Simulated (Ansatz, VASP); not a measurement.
## CuO in VASP and in Ansatz

The input INCAR:

```
PREC = Accurate
ENCUT = 520
EDIFF = 1E-7
ISMEAR = -1
SIGMA = 0.05
LREAL = F
LASPH = T
NELM = 60
ALGO = Normal
ISIF = 2
LWAVE = F
LCHARG = F
GGA = CA
NBANDS = 25
```

KPOINTS

```
Automatic mesh
0
Gamma
  10 10 5
```

The input POSCAR:

```
CuO
1.0
    2.3573593924     -1.7226334429      0.0000000000
    2.3573593924      1.7226334429      0.0000000000
   -0.8556569116      0.0000000000      5.0913661947
Cu O
2 2
Direct
    0.5000000000      0.0000000000      0.5000000000
    0.0000000000      0.5000000000      0.0000000000
    0.4184000000      0.5816000000      0.7500000000
    0.5816000000      0.4184000000      0.2500000000
```

The input input.yaml:

```yaml
crystal:
  lattice:
    - [2.3573593924, -1.7226334429, 0.0]
    - [2.3573593924, 1.7226334429, 0.0]
    - [-0.8556569116, 0.0, 5.0913661947]
  atoms:
    - { symbol: Cu, position: [0.5, 0.0, 0.5] }
    - { symbol: Cu, position: [0.0, 0.5, 0.0] }
    - { symbol: O, position: [0.4184, 0.5816, 0.75] }
    - { symbol: O, position: [0.5816, 0.4184, 0.25] }
kpoints:
  mp_grid: { grid: [10, 10, 5] }
scf:
  occupations: { method: fermi_dirac, width: 0.05 }
hamiltonian:
  xc: lda
  pseudopotentials: { kind: all_electron, lapw: { basis_error: 0.002 } }
output:
  forces: true
  stress: true
  eigenvalues: true
```

Change from the starting cell: volume scaled by 1.02.

Alike in both runs: task single point; functional LDA; k mesh 10 × 10 × 5; occupations fermi-dirac, width 0.05 eV; no spin polarisation.

|  | VASP | Ansatz |
| --- | --- | --- |
| version | VASP 6.6.1 | Ansatz 0.2.0 |
| potentials or method | VASP PAW LDA potentials, release 64 (Cu, O), cutoff 520 eV | all-electron LAPW, scalar-relativistic |

Ansatz gave:

```
gap on the k mesh at the Fermi level (eV)                     : none
pressure (GPa)                                                : -12.5
traceless stress, the component that is largest in VASP (GPa) : 4.57
rms of the force components (eV/Å)                            : 0.213
```

Question: What did VASP give for the same quantities?

Answer: gap on the k mesh at the Fermi level (eV): none; pressure (GPa): -11.9; traceless stress, the component that is largest in VASP (GPa): 4.27; rms of the force components (eV/Å): 0.198.

LDA's correlation is that of Perdew and Zunger in VASP and of Perdew and Wang (1992) in Ansatz. Atom by atom the forces differ by 0.015 eV/Å (rms over components). A gap of «none» marks a metal or a gap that the smearing closes. Ansatz ran all-electron here, and VASP with PAW potentials.
